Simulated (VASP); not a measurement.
Wanted: the native input for a VASP 6.6.1 run.

```
Task                   : single point
Functional             : LDA
Potentials or basis    : VASP PAW LDA potentials, release 64 (Al, O)
Cutoff                 : 520 eV
k mesh                 : 3 × 3 × 1
Occupations            : gaussian, width 0.1 eV
Spin                   : no spin polarisation
Dipole correction      : no
Further INCAR settings : ALGO = Normal; EDIFF = 1e-06; NBANDS = 33
```

The structure of Al12O lies in POSCAR:

```
Al12O
1.0
    5.7275650000      0.0000000000      0.0000000000
    2.8637820000      4.9602170000      0.0000000000
    0.0000000000      0.0000000000     17.6765370000
Al O
12 1
Direct
    0.1666667000      0.1666667000      0.0565722000
    0.6666667000      0.1666667000      0.0565722000
    0.1666667000      0.6666667000      0.0565722000
    0.6666667000      0.6666667000      0.0565722000
   -0.1670991386      0.3335482479      0.1864590202
    0.3329284526      0.3335543147      0.1879692801
   -0.1671036595      0.8335250004      0.1864572625
    0.3328690061      0.8335773326      0.1864730422
   -0.0003950076      0.0002126117      0.3110076889
    0.4936769438      0.0123788180      0.3202448665
    0.0120734282      0.4939264582      0.3203126597
    0.4935744299      0.4940076383      0.3202534017
    0.6663484210      0.6668148422      0.3590348114
```

These files were run (other wordings do the same):

INCAR

```
SYSTEM = Al12O
PREC     = Accurate       ! precision mode
ENCUT    = 520            ! plane-wave cutoff, eV
EDIFF    = 1E-6           ! SCF threshold, eV
ISMEAR   = 0              ! smearing method
SIGMA    = 0.1            ! smearing width, eV
LREAL    = .FALSE.        ! projectors in reciprocal space
LASPH    = .TRUE.         ! aspherical terms in the spheres
NELM     = 100            ! most SCF steps
ALGO     = Normal         ! electronic algorithm
ISIF     = 2              ! what is computed and relaxed
LWAVE    = .FALSE.        ! write WAVECAR
LCHARG   = .FALSE.        ! write CHGCAR
NBANDS   = 33             ! bands
```

KPOINTS

```
Automatic mesh
0
G
  3 3 1
  0 0 0
```

Potentials or basis: VASP PAW LDA potentials, release 64 (Al, O).

Run with:

```console
$ cat potpaw_LDA.64/Al/POTCAR potpaw_LDA.64/O/POTCAR > POTCAR
$ mpirun -np 1 vasp_std > vasp.out
```

It gave:

The largest force is 0.125 eV/Å. The band gap on the k mesh is zero (bands 21 and 22 overlap by 0.39 eV).

Caveat: the k points lie up to 0.42 Å⁻¹ apart.

Run time: 120 s on 1 thread of Intel(R) Xeon(R) 6975P-C (Granite Rapids), with other jobs on the host, peak memory 0.48 GiB.
